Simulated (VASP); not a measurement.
# Ge (R3) in VASP: a series of runs

The runs below take Ge through single point, with PBEsol.

Everything below comes from runs of VASP 6.6.1. Logs are shortened: lines on timing, memory, paths and dates and some standing lists are left out, and cuts for length are marked.

### Step 1. The cell of the first run

Symmetry: R3, No. 146, trigonal system. The conventional cell has a = 9.814 Å, b = 9.814 Å, c = 6.010 Å, α = 90.00°, β = 90.00°, γ = 120.00°. Within 3.1 Å of Ge (site symmetry 3) lie 4 Ge at 2.37 to 2.51 Å. Ge (site symmetry 1) has 4 Ge at 2.45 to 2.51 Å within 3.2 Å. Ge (site symmetry 3) has 4 Ge at 2.37 to 2.49 Å within 3.1 Å. Within 3.2 Å of Ge (site symmetry 1) lie 4 Ge at 2.45 to 2.49 Å.

### Step 2. Single point, PBEsol (atom 1 (Ge) moved +0.080 Å towards its neighbour atom 5 (Ge) at 2.454 Å)

Contents of INCAR:

```
ALGO     = Normal         # electronic algorithm
EDIFF    = 1E-7           # SCF threshold, eV
ENCUT    = 520            # plane-wave cutoff, eV
GGA      = PS             # functional
ISIF     = 2              # what is computed and relaxed
ISMEAR   = 0              # smearing method
LASPH    = T              # aspherical terms in the spheres
LCHARG   = F              # write CHGCAR
LREAL    = F              # projectors in reciprocal space
LWAVE    = F              # write WAVECAR
NBANDS   = 66             # bands
NELM     = 100            # most SCF steps
PREC     = Accurate       # precision mode
SIGMA    = 0.15           # smearing width, eV
```

Contents of KPOINTS:

```
k-points
0
Gamma
  8 8 8
```

Contents of POSCAR:

```
Ge
1.0
   -3.4696630977      3.4696630977      3.4696630977
    3.4696630977     -3.4696630977      3.4696630977
    3.4696630977      3.4696630977     -3.4696630977
Ge
8
Direct
    0.5000000000      0.0000000000      0.8091504706
    0.7958385091      0.5000000000      0.0000000000
    0.0000000000      0.7958385091      0.5000000000
    0.7041614909      0.7041614909      0.7041614909
    0.5000000000      0.0000000000      0.2041614909
    0.2041614909      0.5000000000      0.0000000000
    0.0000000000      0.2041614909      0.5000000000
    0.2958385091      0.2958385091      0.2958385091
```

Potentials or basis: VASP PAW PBE potentials, release 64 (Ge_d).

Started as:

```sh
cat potpaw_PBE.64/Ge_d/POTCAR > POTCAR
mpirun -np 1 vasp_std > vasp.out
```

OUTCAR:

```text
EDIFF = 1E-7
   ENCUT = 520
   GGA = PS
   ISIF = 2
   ISMEAR = 0
   LASPH = T
   LREAL = F
   NELM = 100
   PREC = Accurate

 ion  position               nearest neighbor table
   1  0.500  0.000  0.809-   5 2.37   4 2.51   2 2.51   3 2.51
   2  0.796  0.500  0.000-   6 2.45   4 2.49   3 2.49   1 2.51
   3  0.000  0.796  0.500-   7 2.45   4 2.49   2 2.49   1 2.51
   4  0.704  0.704  0.704-   8 2.45   3 2.49   2 2.49   1 2.51
   5  0.500  0.000  0.204-   1 2.37   7 2.49   8 2.49   6 2.49
   6  0.204  0.500  0.000-   2 2.45   5 2.49   8 2.49   7 2.49
   7  0.000  0.204  0.500-   3 2.45   6 2.49   8 2.49   5 2.49
   8  0.296  0.296  0.296-   4 2.45   5 2.49   6 2.49   7 2.49

  LATTYP: Found a body centered cubic cell.
 ALAT       =     6.9393261954

  Lattice vectors:

 A1 = (  -3.4696630977,   3.4696630977,   3.4696630977)
 A2 = (   3.4696630977,  -3.4696630977,   3.4696630977)
 A3 = (   3.4696630977,   3.4696630977,  -3.4696630977)

Analysis of symmetry for initial positions (statically):
=====================================================================
 Subroutine PRICEL returns:
 Original cell was already a primitive cell.

 Routine SETGRP: Setting up the symmetry group for a
 body centered cubic supercell.

 Subroutine GETGRP returns: Found  3 space group operations
 (whereof  1 operations were pure point group operations)
 out of a pool of 48 trial point group operations.

The static configuration has the point symmetry C_1 .
 The point group associated with its full space group is C_3 .

Analysis of symmetry for dynamics (positions and initial velocities):
=====================================================================
 Subroutine PRICEL returns:
 Original cell was already a primitive cell.

 Routine SETGRP: Setting up the symmetry group for a
 body centered cubic supercell.

 Subroutine GETGRP returns: Found  3 space group operations
 (whereof  1 operations were pure point group operations)
 out of a pool of 48 trial point group operations.

The dynamic configuration has the point symmetry C_1 .
 The point group associated with its full space group is C_3 .

 Subroutine INISYM returns: Found  3 space group operations
 (whereof  1 operations are pure point group operations),
 and found     1 'primitive' translations

----------------------------------------------------------------------------------------

                                     Primitive cell

  volume of cell :     167.0790

  direct lattice vectors                    reciprocal lattice vectors
    -3.469663098  3.469663098  3.469663098     0.000000000  0.144106210  0.144106210
     3.469663098 -3.469663098  3.469663098     0.144106210  0.000000000  0.144106210
     3.469663098  3.469663098 -3.469663098     0.144106210  0.144106210  0.000000000

  length of vectors
     6.009632770  6.009632770  6.009632770     0.203796957  0.203796957  0.203796957

  position of ions in fractional coordinates (direct lattice)
     0.500000000  0.000000000  0.809150471
     0.795838509  0.500000000  0.000000000
     0.000000000  0.795838509  0.500000000
     0.704161491  0.704161491  0.704161491
     0.500000000  0.000000000  0.204161491
     0.204161491  0.500000000  0.000000000
     0.000000000  0.204161491  0.500000000
     0.295838509  0.295838509  0.295838509

  ion indices of the primitive-cell ions
   primitive index   ion index
                 1           1
                 2           2
                 3           3
                 4           4
                 5           5
                 6           6
                 7           7
                 8           8

----------------------------------------------------------------------------------------

 KPOINTS: k-points

Automatic generation of k-mesh.
 Grid dimensions read from file:
 generate k-points for:    8    8    8

 Generating k-lattice:

  Cartesian coordinates                     Fractional coordinates (reciprocal lattice)
     0.000000000  0.018013276  0.018013276     0.125000000  0.000000000  0.000000000
     0.018013276  0.000000000  0.018013276     0.000000000  0.125000000  0.000000000
     0.018013276  0.018013276  0.000000000     0.000000000  0.000000000  0.125000000

  Length of vectors
     0.025474620  0.025474620  0.025474620

  Shift w.r.t. Gamma in fractional coordinates (k-lattice)
     0.000000000  0.000000000  0.000000000

 Subroutine IBZKPT returns following result:
 ===========================================

 Found     90 irreducible k-points:

 Following reciprocal coordinates:
            Coordinates               Weight
  0.000000  0.000000  0.000000      1.000000
  0.125000  0.000000  0.000000      6.000000
  0.000000  0.000000  0.125000      6.000000
  0.250000  0.000000  0.000000      6.000000
  0.000000  0.000000  0.250000      6.000000
  0.375000  0.000000  0.000000      6.000000
[... 16 lines left out ...]
  0.000000  0.375000  0.125000      6.000000
  0.125000  0.000000  0.375000      6.000000
 [... further k-points ...]
   k-points           NKPTS =     90   k-points in BZ     NKDIM =     90   number of bands    NBANDS=     66
   number of dos      NEDOS =    301   number of ions     NIONS =      8
   total plane-waves  NPLWV = 110592
   dimension x,y,z NGX =    48 NGY =   48 NGZ =   48
   dimension x,y,z NGXF=    96 NGYF=   96 NGZF=   96
   ions per type =               8
   NGX,Y,Z   is equivalent  to a cutoff of  13.28, 13.28, 13.28 a.u.
   NGXF,Y,Z  is equivalent  to a cutoff of  26.56, 26.56, 26.56 a.u.
 SYSTEM =  unknown system
   PREC   = accura    normal or accurate (medium, high low for compatibility)
   ISTART =      0    job   : 0-new  1-cont  2-samecut
   ICHARG =      2    charge: 1-file 2-atom 10-const
   ISPIN  =      1    spin polarized calculation?
   LNONCOLLINEAR =      F non collinear calculations
   LSORBIT =      F    spin-orbit coupling
   LASPH  =      T    aspherical Exc in radial PAW
   ENCUT  =  520.0 eV  38.22 Ry    6.18 a.u.  11.17 11.17 11.17*2*pi/ulx,y,z
   NELM   =    100;   NELMIN=  2; NELMDL= -5     # of ELM steps
   EDIFF  = 0.1E-06   stopping-criterion for ELM
   LREAL  =      F    real-space projection
   EDIFFG = 0.1E-05   stopping-criterion for IOM
   NSW    =      0    number of steps for IOM
   IBRION =     -1    ionic relax: 0-MD 1-quasi-New 2-CG
   NFREE  =      0    steps in history (QN), initial steepest desc. (CG)
   ISIF   =      2    stress and relaxation
   ISYM   =      2    0-nonsym 1-usesym 2-fastsym
   POTIM  = 0.5000    time-step for ionic-motion
   TEBEG  =    0.0;   TEEND  =   0.0 temperature during run
   PSTRESS=    0.0 pullay stress
   NELECT =     112.0000    total number of electrons
   NUPDOWN=      -1.0000    fix difference up-down
   EMIN   =  10.00;   EMAX   =-10.00  energy-range for DOS
   EFERMI =   0.00;   METHOD = LEGACY
   ISMEAR =     0;   SIGMA  =   0.15  broadening in eV -4-tet -1-fermi 0-gaus
   EFERMI_NEDOS =   21; number of points for ismear=-14 and -15
   IALGO  =     38    algorithm
   IMIX   =      4    mixing-type and parameters
     AMIX     =   0.40;   BMIX     =  1.00
     AMIX_MAG =   1.60;   BMIX_MAG =  1.00
  volume/ion in A,a.u.               =      20.88       140.94
  Fermi-wavevector in a.u.,A,eV,Ry     =   1.432760  2.707524 27.930067  2.052802
  Thomas-Fermi vector in A             =   2.552353
   LORBIT       =      0    0 simple, 1 ext, 2 COOP (PROOUT), +10 PAW based schemes
   GGA     = PS    functional components
   LHFCALC =     F    Hartree Fock is set to
   AEXX    =    0.0000 exact exchange contribution
   IVDW    =     0    specifies the selected vdW correction
   LEPSILON=     F    determine dielectric tensor
   LRPA    =     F    only Hartree local field effects (RPA)
 non-spin polarized calculation
 Gauss-broadening in eV      SIGMA  =   0.15
  energy-cutoff  :      520.00
  volume of cell :      167.08
 maximum number of plane-waves:      4537
 NGX is ok and might be reduce to    48
   NGX = 23   NGY = 23   NGZ = 23

 number of electron     112.0000007 magnetization

 Free energy of the ion-electron system (eV)
  ---------------------------------------------------
  ext. energy  EPLUGINS =         0.00000000
  ---------------------------------------------------
  free energy    TOTEN  =       -38.55055937 eV

  energy without entropy =      -38.53623056  energy(sigma->0) =      -38.54339496

 E-fermi :   5.5441     XC(G=0): -10.6868

 val. band max:        5.5313863513   @ k =  -0.3750  -0.3750   0.1250
 cond. band min:       5.5444733493   @ k =   0.1250  -0.1250   0.3750
 fundamental gap:      0.0130869980
 Fermi energy:         5.5441152012

 k-point     1 :       0.0000    0.0000    0.0000
  band No.  band energies     occupation
      1     -19.2842      2.00000
      2     -19.2584      2.00000
      3     -19.2540      2.00000
      4     -19.2540      2.00000
      5     -19.2489      2.00000
      6     -19.2489      2.00000
[... 58 lines left out ...]
     65      10.5028      0.00000
     66      12.1968      0.00000

 k-point     2 :       0.1250    0.0000    0.0000
  band No.  band energies     occupation
      1     -19.2848      2.00000
      2     -19.2597      2.00000
      3     -19.2547      2.00000
      4     -19.2536      2.00000
      5     -19.2460      2.00000
      6     -19.2452      2.00000
[... 58 lines left out ...]
     65      10.7775      0.00000
     66      11.4663      0.00000

 k-point     3 :       0.0000    0.0000    0.1250
  band No.  band energies     occupation
      1     -19.2836      2.00000
      2     -19.2590      2.00000
      3     -19.2578      2.00000
      4     -19.2533      2.00000
      5     -19.2462      2.00000
      6     -19.2448      2.00000
[... 1438 lines left out ...]
     65       9.9457      0.00000
     66      10.4767      0.00000

 k-point    24 :       0.1250    0.0000    0.3750
  band No.  band energies     occupation
      1     -19.2811      2.00000
      2     -19.2638      2.00000
      3     -19.2588      2.00000
      4     -19.2447      2.00000
      5     -19.2350      2.00000
      6     -19.2306      2.00000
[... 58 lines left out ...]
     65       9.9192      0.00000
     66      10.4825      0.00000

 [... further k-points ...]

------------------------ aborting loop because EDIFF is reached ----------------------------------------

  FORCE on cell =-STRESS in cart. coord.  units (eV):
  Direction    XX          YY          ZZ          XY          YZ          ZX
  --------------------------------------------------------------------------------------
  -------------------------------------------------------------------------------------
  Total        0.1941317      0.1941317      0.1941317      0.5447832     -0.5447832     -0.5447832
  in kB        1.8615950      1.8615950      1.8615950      5.2241104     -5.2241104     -5.2241104
  external PRESSURE =       1.8615950 kB  Pullay stress =       0.0000000 kB

 VOLUME and BASIS-vectors are now :
 -----------------------------------------------------------------------------
  energy-cutoff  :      520.00
  volume of cell :      167.08
      direct lattice vectors                 reciprocal lattice vectors
    -3.469663098  3.469663098  3.469663098     0.000000000  0.144106210  0.144106210
     3.469663098 -3.469663098  3.469663098     0.144106210  0.000000000  0.144106210
     3.469663098  3.469663098 -3.469663098     0.144106210  0.144106210  0.000000000

 POSITION                                       TOTAL-FORCE (eV/Angst)
 -----------------------------------------------------------------------------------
      1.07265      4.54231     -1.07265        -0.402687     -0.402687      0.402687
     -1.02646      1.02646      4.49612        -0.046599      0.020469     -0.070243
      4.49612     -1.02646      1.02646         0.020469      0.070243      0.046599
      2.44320      2.44320      2.44320         0.070243     -0.046599     -0.020469
     -1.02646      2.44320      1.02646         0.321767      0.321767     -0.321767
      1.02646     -1.02646      2.44320         0.008779      0.007320     -0.020708
      2.44320      1.02646     -1.02646         0.007320      0.020708     -0.008779
      1.02646      1.02646      1.02646         0.020708      0.008779     -0.007320
 -----------------------------------------------------------------------------------
    total drift:                                0.000919      0.000919     -0.000916

  FREE ENERGIE OF THE ION-ELECTRON SYSTEM (eV)
  ---------------------------------------------------
  free  energy   TOTEN  =       -38.5505593672 eV

  energy  without entropy=      -38.5362305628  energy(sigma->0) =      -38.54339496
```

It took 11 min on 1 thread of Intel Xeon 6975P-C (Granite Rapids), shared host; peak memory 0.76 GiB.

What came out:

```yaml
Free_energy: -38.5506 eV
Pressure: 0.2 GPa
Largest_force: 0.697 eV/Å
Band_gap_on_the_k_mesh: zero (bands 56 and 57 overlap by 0.76 eV)
```

Forces on the atoms (eV/Å):
```
Ge  -0.403 -0.403  0.403
Ge  -0.047  0.020 -0.070
Ge   0.020  0.070  0.047
Ge   0.070 -0.047 -0.020
Ge   0.322  0.322 -0.322
Ge   0.009  0.007 -0.021
Ge   0.007  0.021 -0.009
Ge   0.021  0.009 -0.007
```

Stress tensor (GPa, compression positive):
```
 0.19  0.52 -0.52
 0.52  0.19 -0.52
-0.52 -0.52  0.19
```

Caveat: the cell differs from its parent crystal (atom 1 (Ge) moved +0.080 Å towards its neighbour atom 5 (Ge) at 2.454 Å); semilocal functionals underestimate gaps, so a narrow gap can read as zero; the PAW data sets were made with another functional, which shifts forces and pressure a little.

### Step 3. Single point, PBEsol (atom 1 (Ge) moved -0.040 Å towards its neighbour atom 5 (Ge) at 2.454 Å)

Contents of INCAR:

```
PREC = Accurate ; ENCUT = 520
EDIFF = 1E-7 ; ISMEAR = 0
SIGMA = 0.15 ; LREAL = False
LASPH = True ; NELM = 100
ALGO = Fast ; ISIF = 2
LWAVE = False ; LCHARG = False
GGA = PS ; NBANDS = 66
```

Contents of KPOINTS:

```
Automatic mesh
0
Gamma
  8 8 8
```

Edit POSCAR of step 2 so:

```diff
@@ -8,3 +8,3 @@
 Direct
-    0.5000000000      0.0000000000      0.8091504706
+    0.5000000000      0.0000000000      0.7891825284
     0.7958385091      0.5000000000      0.0000000000
```

Potentials or basis: VASP PAW PBE potentials, release 64 (Ge_d).

Started as:

```sh
cat potpaw_PBE.64/Ge_d/POTCAR > POTCAR
mpirun -np 1 vasp_std > vasp.out
```

Run time: 32 min. Hardware: 1 thread of Oxide Virtual Turin-like, shared host; peak memory 0.73 GiB.

The run converged. Its results:

| Property | Result |
| --- | --- |
| Free energy | -38.5715 eV |
| Pressure | -0.1 GPa |
| Largest force | 0.259 eV/Å |
| Band gap on the k mesh | zero (bands 56 and 57 overlap by 0.74 eV) |

Forces on the atoms (eV/Å):
```
Ge   0.150  0.150 -0.150
Ge   0.025 -0.009  0.028
Ge  -0.009 -0.028 -0.025
Ge  -0.028  0.025  0.009
Ge  -0.117 -0.117  0.117
Ge  -0.007 -0.003  0.010
Ge  -0.003 -0.010  0.007
Ge  -0.010 -0.007  0.003
```

Stress tensor (GPa, compression positive):
```
-0.15 -0.22  0.22
-0.22 -0.15  0.22
 0.22  0.22 -0.15
```

Levels at points of the mesh, in eV from the Fermi level:
```
           k point  band 53  band 54  band 55  band 56  band 57  band 58  band 59  band 60
(0.00, 0.00, 0.00)    -3.67    -1.35    -1.35    -0.78     1.60     1.63     1.63     3.88
(0.50, 0.00, 0.00)    -1.96    -1.93    -1.14    -1.12     0.37     0.41     1.80     1.81
(0.00, 0.00, 0.50)    -1.92    -1.92    -1.13    -1.10     0.36     0.40     1.75     1.81
(0.50, 0.50, 0.50)    -2.43    -1.64     0.44     0.44     0.52     1.44     2.38     2.81
```

Caveat: the cell differs from its parent crystal (atom 1 (Ge) moved -0.040 Å towards its neighbour atom 5 (Ge) at 2.454 Å); semilocal functionals underestimate gaps, so a narrow gap can read as zero; the PAW data sets were made with another functional, which shifts forces and pressure a little.

### Step 4. Single point, PBEsol (atom 1 (Ge) moved -0.120 Å towards its neighbour atom 5 (Ge) at 2.454 Å)

Contents of INCAR:

```
SYSTEM = Ge
PREC = Accurate
ENCUT = 520
EDIFF = 1E-6
ISMEAR = 0
SIGMA = 0.15
LREAL = .False.
LASPH = .True.
NELM = 60
ALGO = Fast
ISIF = 2
LWAVE = .False.
LCHARG = .False.
GGA = PS
NBANDS = 66
```

Contents of KPOINTS:

```
Automatic mesh
0
Gamma
  8 8 8
  0 0 0
```

Edit POSCAR of step 3 so:

```diff
@@ -8,3 +8,3 @@
 Direct
-    0.5000000000      0.0000000000      0.7891825284
+    0.5000000000      0.0000000000      0.7758705669
     0.7958385091      0.5000000000      0.0000000000
```

Started as:

```sh
cat potpaw_PBE.64/Ge_d/POTCAR > POTCAR
mpirun -np 1 vasp_std > vasp.out
```

Run time: 32 min. Hardware: 1 thread of Oxide Virtual Turin-like, shared host; peak memory 0.72 GiB.

It converged, with:

| Quantity | Value |
| --- | --- |
| Free energy | -38.5353 eV |
| Pressure | -0.4 GPa |
| Largest force | 0.610 eV/Å |
| Band gap on the k mesh | zero (bands 56 and 57 overlap by 0.69 eV) |

Forces on the atoms (eV/Å):
```
Ge   0.352  0.352 -0.352
Ge   0.073 -0.021  0.069
Ge  -0.021 -0.069 -0.073
Ge  -0.069  0.073  0.021
Ge  -0.276 -0.276  0.276
Ge  -0.023 -0.009  0.028
Ge  -0.009 -0.028  0.023
Ge  -0.028 -0.023  0.009
```

Stress tensor (GPa, compression positive):
```
-0.36 -0.58  0.58
-0.58 -0.36  0.58
 0.58  0.58 -0.36
```

Levels at points of the mesh, in eV from the Fermi level:
```
           k point  band 53  band 54  band 55  band 56  band 57  band 58  band 59  band 60
(0.00, 0.00, 0.00)    -3.65    -1.36    -1.36    -0.74     1.61     1.68     1.68     3.88
(0.50, 0.00, 0.00)    -1.98    -1.87    -1.15    -1.11     0.34     0.47     1.79     1.84
(0.00, 0.00, 0.50)    -1.88    -1.85    -1.12    -1.01     0.31     0.43     1.63     1.81
(0.50, 0.50, 0.50)    -2.41    -1.68     0.44     0.44     0.67     1.44     2.32     2.79
```

Caveat: the cell differs from its parent crystal (atom 1 (Ge) moved -0.120 Å towards its neighbour atom 5 (Ge) at 2.454 Å); semilocal functionals underestimate gaps, so a narrow gap can read as zero; the PAW data sets were made with another functional, which shifts forces and pressure a little.

### Step 5. Summary

```csv
cell,gap on the mesh (eV),pressure (GPa),largest force (eV/Å)
"as given, atomic positions A",none,0.2,0.70
"as given, atomic positions B",none,-0.1,0.26
"as given, atomic positions C",none,-0.4,0.61
```

Alike in all rows: task single point; level PBEsol; potentials or basis VASP PAW PBE potentials, release 64 (Ge_d); no spin polarisation; k mesh 8 × 8 × 8; cutoff (eV) 520; smearing gaussian 0.15 eV.

Caveats: semilocal functionals underestimate gaps, so a narrow gap can read as zero; the PAW data sets were made with another functional, which shifts forces and pressure a little.

Absolute energies hang on the potentials; compare differences alone.
